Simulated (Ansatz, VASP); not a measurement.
This is a calculation of Tc for Ansatz 0.2.0.

The input input.yaml:

```yaml
crystal:
  lattice:
    - [0.0, 1.95, 1.95]
    - [1.95, 0.0, 1.95]
    - [1.95, 1.95, 0.0]
  atoms:
    - { symbol: Tc, position: [0.0, 0.0, 0.0] }
hamiltonian:
  xc: r2scan
  pseudopotentials: { kind: paw }
  dispersion: d3bj
kpoints:
  mp_grid: { grid: [12, 12, 12] }
scf:
  occupations: { method: fermi_dirac, width: 0.05 }
output:
  forces: true
  stress: true
  eigenvalues: true
relax:
  f_tol: 0.01
  max_steps: 40
  cell: { stress_tol: 0.05 }
```

Potentials or basis: Ansatz PAW earlier set.

Run with:

```console
$ ansatz run input.yaml --threads 2 --pin off --max-ram 5632MiB --backend cpu --events-out ev --progress --plain --runs-dir out
```

**Question.** Translate it to VASP 6.6.1. Potentials there: VASP PAW PBE potentials, release 64 (Tc_pv).

**Answer.** As run (the cutoff follows the program's own potentials):

The input POSCAR:

```
Tc
1.0
    0.0000000000      1.9500000000      1.9500000000
    1.9500000000      0.0000000000      1.9500000000
    1.9500000000      1.9500000000      0.0000000000
Tc
1
Direct
    0.0000000000      0.0000000000      0.0000000000
```

The input INCAR.step1:

```
PREC = Accurate
ENCUT = 600
ISMEAR = -1
SIGMA = 0.05
LREAL = F
LASPH = T
NELM = 100
GGA = PE
ALGO = Normal
EDIFF = 1E-4
LWAVE = T
LCHARG = F
```

File INCAR.step2:

```
PREC = Accurate
ENCUT = 600
EDIFF = 1E-6
ISMEAR = -1
SIGMA = 0.05
LREAL = F
LASPH = T
NELM = 100
ALGO = Normal
ISIF = 3
LWAVE = F
LCHARG = F
METAGGA = R2SCAN
LMIXTAU = T
IVDW = 12
VDW_S6 = 1.0
VDW_S8 = 0.78981345
VDW_A1 = 0.49484001
VDW_A2 = 5.73083694
IBRION = 2
NSW = 60
EDIFFG = -0.01
ISTART = 1
```

KPOINTS

```
regular mesh
0
Gamma
  12 12 12
```

Potentials or basis: VASP PAW PBE potentials, release 64 (Tc_pv).

Launch:

```bash
$ cat potpaw_PBE.64/Tc_pv/POTCAR > POTCAR
$ cp INCAR.step1 INCAR
$ mpirun -np 1 vasp_std > vasp.out
$ cp INCAR.step2 INCAR
$ mpirun -np 1 vasp_std > vasp.out
```

Both were run:

|  | VASP | Ansatz | Ansatz less VASP |
| --- | --- | --- | --- |
| gap on the k mesh at the Fermi level, each at its own relaxed structure (eV) | none | none | - |
| relaxed volume (Å³/atom) | 14.16 | 14.13 | -0.034 |
| relaxed cell length with the largest relative difference (Å) | 2.716 | 2.713 | -0.0022 |

VASP's potentials were made for PBE, not for r2SCAN. A gap of «none» marks a metal or a gap that the smearing closes. VASP's potentials hold 13 valence electrons a cell and Ansatz's 15, so a difference there can come from the potentials and not from the codes.

Noted on Ansatz's run: the plane-wave basis is chosen anew once the cell has moved, so the energies of steps on either side of that aren't comparable.
